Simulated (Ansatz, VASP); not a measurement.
Two plane-wave programs on RbVF3

```
CELL_PARAMETERS angstrom
4.18200 0.00000 0.00000
0.00000 4.18200 0.00000
0.00000 0.00000 4.18200
ATOMIC_POSITIONS crystal
Rb 0.00000 0.00000 0.00000
V 0.50000 0.50000 0.50000
F 0.50000 0.50000 0.00000
F 0.00000 0.50000 0.50000
F 0.50000 0.00000 0.50000
```

Alike in both runs: task single point; functional LDA; k mesh 5 × 5 × 5; occupations gaussian, width 0.05 eV; collinear spin; Hubbard terms V d U = 4.0 eV.

|  | VASP | Ansatz |
| --- | --- | --- |
| version | VASP 6.6.1 | Ansatz 0.2.0 |
| potentials or method | VASP PAW LDA potentials, release 64 (Rb_sv, V_sv, F), cutoff 520 eV | scalar-relativistic, plane waves, PAW |
| valence electrons in the cell | 43 | 43 |

Ansatz gave:

| Quantity | Value |
| --- | --- |
| gap on the k mesh at the Fermi level (eV) | 0.42 |
| least direct gap on the mesh (eV) | 1.40 |
| pressure (GPa) | 2.0 |
| traceless stress, the component that is largest in VASP (GPa) | -4.89 |
| net moment per atom (μB) | 0.60 |
| size of the moment on the site where the two differ most (μB) | 2.28 |

What did VASP give for the same quantities?

gap on the k mesh at the Fermi level (eV): 2.28; least direct gap on the mesh (eV): 3.38; pressure (GPa): -3.3; traceless stress, the component that is largest in VASP (GPa): 0.00; net moment per atom (μB): 0.60; size of the moment on the site where the two differ most (μB): 2.72.

LDA's correlation is that of Perdew and Zunger in VASP and of Perdew and Wang (1992) in Ansatz. Site moments also hang on the region over which each program counts them. The programs project onto different local orbitals, so the same U acts differently, and such runs can settle in different states. Ansatz's warnings: specified occupation not kept, symmetry narrowed by occupation matrices.
